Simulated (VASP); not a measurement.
Set up this calculation in VASP 6.6.1, as the native input.

- Task: single point
- Functional: PBE
- Potentials or basis: VASP PAW PBE potentials, release 64 (Ta_pv, N)
- Cutoff: 600 eV
- k mesh: 18 × 18 × 18
- Occupations: gaussian, width 0.15 eV
- Spin: no spin polarisation
- Dipole correction: no
- Further INCAR settings: ALGO = Normal; EDIFF = 1e-06; NBANDS = 15

The structure of TaN lies in POSCAR:

```
TaN
1.0
    0.0000000000      2.1790000000      2.2661600000
    2.1790000000      0.0000000000      2.2661600000
    2.1790000000      2.1790000000      0.0000000000
Ta N
1 1
Direct
    0.5000000000      0.5000000000      0.5000000000
    0.0000000000      0.0000000000      0.0000000000
```

This cell differs from its parent crystal: strain +0.000 along x and y, +0.040 along z.

The input as run:

INCAR

```
ALGO     = Normal         # electronic algorithm
EDIFF    = 1E-6           # SCF threshold, eV
ENCUT    = 600            # plane-wave cutoff, eV
GGA      = PE             # functional
GGA_COMPAT= F            
ISIF     = 2              # what is computed and relaxed
ISMEAR   = 0              # smearing method
LASPH    = T              # aspherical terms in the spheres
LCHARG   = F              # write CHGCAR
LREAL    = F              # projectors in reciprocal space
LWAVE    = F              # write WAVECAR
NBANDS   = 15             # bands
NELM     = 120            # most SCF steps
PREC     = Accurate       # precision mode
SIGMA    = 0.15           # smearing width, eV
```

KPOINTS

```
k-points
0
Gamma
  18 18 18
```

Potentials or basis: VASP PAW PBE potentials, release 64 (Ta_pv, N).

Run with:

```bash
$ cat potpaw_PBE.64/Ta_pv/POTCAR potpaw_PBE.64/N/POTCAR > POTCAR
$ mpirun -np 1 vasp_std > vasp.out
```

It gave:

```yaml
Pressure: 2.4 GPa
Band_gap_on_the_k_mesh: zero (bands 8 and 9 overlap by 3.69 eV)
```

Caveat: the cell differs from its parent crystal (strain +0.000 along x and y, +0.040 along z); spin-orbit coupling is left out, which moves the levels of the heavy elements.

Wall time 2.2 min on 1 thread of Intel(R) Xeon(R) Platinum 8559C (Emerald Rapids) (shared host), peak memory 0.32 GiB.
